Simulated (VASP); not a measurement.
Write the native input for VASP 6.6.1 that does the following.

* Task: single point
* Functional: PBEsol
* Potentials or basis: VASP PAW PBE potentials, release 64 (Ir)
* Cutoff: 520 eV
* k mesh: 22 × 22 × 22
* Occupations: gaussian, width 0.15 eV
* Spin: no spin polarisation
* Dipole correction: no
* Further INCAR settings: ALGO = Normal; EDIFF = 1e-06; NBANDS = 10

The structure of Ir lies in POSCAR:

```
Ir
1.0
    0.0000000000      1.9676925000      1.8717075000
    1.9676925000      0.0000000000      1.8717075000
    1.9676925000      1.9676925000      0.0000000000
Ir
1
Direct
    0.0000000000      0.0000000000      0.0000000000
```

This cell differs from its parent crystal: strain +0.025 along x and y, -0.025 along z.

The input as run:

INCAR

```
ALGO = Normal ; EDIFF = 1E-6
ENCUT = 520 ; GGA = PS
ISIF = 2 ; ISMEAR = 0
LASPH = True ; LCHARG = True
LELF = True ; LREAL = False
LVHAR = True ; LWAVE = False
NBANDS = 10 ; NELM = 60
PREC = Accurate ; SIGMA = 0.15
```

KPOINTS

```
k-points
0
Gamma
  22 22 22
```

Potentials or basis: VASP PAW PBE potentials, release 64 (Ir).

The run is started by

```console
$ cat potpaw_PBE.64/Ir/POTCAR > POTCAR
$ mpirun -np 1 vasp_std > vasp.out
```

Results of the run:

```
Pressure : -9.7 GPa
```

Caveat: the cell differs from its parent crystal (strain +0.025 along x and y, -0.025 along z); the PAW data sets were made with another functional, which shifts forces and pressure a little.

Run time: 66 s on 1 thread of Intel Xeon 6975P-C, with other jobs on the host, peak memory 0.25 GiB.
